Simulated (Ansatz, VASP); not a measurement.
AlO2 in VASP and in Ansatz

The input INCAR:

```
SYSTEM = AlO2
PREC = Accurate
ENCUT = 520
EDIFF = 1E-6
ISMEAR = 0
SIGMA = 0.1
LREAL = .False.
LASPH = .True.
NELM = 150
ALGO = Normal
ISIF = 2
LWAVE = .False.
LCHARG = .True.
ISPIN = 2
MAGMOM = 0 1 1
LORBIT = 11
GGA = PE
LELF = .True.
LVHAR = .True.
NBANDS = 18
```

The input KPOINTS:

```
regular mesh
0
Gamma
  6 6 4
  0 0 0
```

File POSCAR:

```
AlO2
1.0
    1.8282264400     -2.4509817800      0.0000000000
    1.8282264400      2.4509817800      0.0000000000
    0.0000000000      0.0000000000      4.4701370100
Al O
1 2
Direct
    0.5000000000      0.5000000000      0.5000000000
    0.5000000000      0.5000000000      0.8146551900
    0.5000000000      0.5000000000      0.1853448100
```

Input for Ansatz:

```yaml
crystal:
  lattice:
    - [1.82822644, -2.45098178, 0.0]
    - [1.82822644, 2.45098178, 0.0]
    - [0.0, 0.0, 4.47013701]
  atoms:
    - { symbol: Al, position: [0.5, 0.5, 0.5] }
    - { symbol: O, position: [0.5, 0.5, 0.81465519], spin: 1.0 }
    - { symbol: O, position: [0.5, 0.5, 0.18534481], spin: 1.0 }
basis:
  ecutwfc: 420
kpoints:
  mp_grid: { grid: [6, 6, 4] }
hamiltonian:
  xc: pbe
scf:
  occupations: { method: gaussian, width: 0.1 }
  lower_state_search: "off"
output:
  forces: true
  stress: true
  eigenvalues: true
  populations: true
magnetization:
  spin_polarized: true
```

Alike in both runs: task single point; functional PBE; k mesh 6 × 6 × 4; occupations gaussian, width 0.1 eV; collinear spin.

|  | VASP | Ansatz |
| --- | --- | --- |
| version | VASP 6.6.1 | Ansatz 0.2.0 |
| potentials or method | VASP PAW PBE potentials, release 64 (Al, O), cutoff 520 eV | scalar-relativistic, plane waves, PAW |
| valence electrons in the cell | 15 | 15 |

|  | VASP | Ansatz | Ansatz less VASP |
| --- | --- | --- | --- |
| gap on the k mesh at the Fermi level (eV) | none | none | - |
| rms of the force components (eV/Å) | 7.228 | 7.165 | -0.0636 |
| net moment per atom (μB) | 0.00 | 0.00 | 0.000 |

Atom by atom the forces differ by 0.064 eV/Å (rms over components). A gap of «none» marks a metal or a gap that the smearing closes. Ansatz's warnings: seeded moment not kept.
